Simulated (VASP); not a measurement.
# Si: single point with PBE

The system is Si.

```
Si
1.0
     0.00000    2.76000    2.76000
     2.76000    0.00000    2.76000
     2.76000    2.76000    0.00000
Si
2
Direct
  0.00000 0.00000 0.00000
  0.25000 0.25000 0.25000
```

* Program: VASP 6.6.1
* Task: single point
* Functional: PBE
* Potentials or basis: VASP PAW PBE potentials, release 64 (Si)
* Cutoff: 500 eV
* k mesh: 8 × 8 × 8
* Occupations: gaussian, width 0.01 eV
* Spin: no spin polarisation

```json
{"Pressure": "-2.3 GPa", "Band gap on the k mesh": "0.69 eV, indirect (least direct gap 2.52 eV)"}
```

Levels at points of the mesh, in eV from the valence-band top:
```csv
k point,band 2,band 3,band 4,band 5,band 6,band 7
"(0.00, 0.00, 0.00)",0.00,0.00,0.00,2.54,2.54,2.54
"(0.50, 0.00, 0.00)",-6.74,-1.15,-1.15,1.37,3.36,3.36
"(0.50, 0.50, 0.00)",-7.66,-2.72,-2.72,0.80,0.80,9.70
```

Wall time 9.2 s on 1 thread of Intel(R) Xeon(R) Platinum 8488C (Sapphire Rapids), with other jobs on the host, peak memory 0.15 GiB.

A k mesh can miss the band edges.
